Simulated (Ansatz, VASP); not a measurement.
# C: VASP beside Ansatz

```
C
1.0
     0.00000    1.93067    1.71134
     1.93067    0.00000    1.71134
     1.93067    1.93067    0.00000
C
2
Direct
  0.50000 0.50000 0.50000
  0.75000 0.75000 0.75000
```

Alike in both runs: task single point; functional PBE; k mesh 12 × 12 × 12; occupations gaussian, width 0.05 eV; no spin polarisation.

```csv
,VASP,Ansatz
version,VASP 6.6.1,Ansatz 0.2.0
potentials or method,"VASP PAW PBE potentials, release 64 (C), cutoff 520 eV","scalar-relativistic, plane waves, PAW"
valence electrons in the cell,8,8
```

Ansatz gave:

```
gap on the k mesh at the Fermi level (eV) : 1.24
least direct gap on the mesh (eV)         : 3.48
```

Which values does VASP return?

gap on the k mesh at the Fermi level (eV): 1.23; least direct gap on the mesh (eV): 3.48.
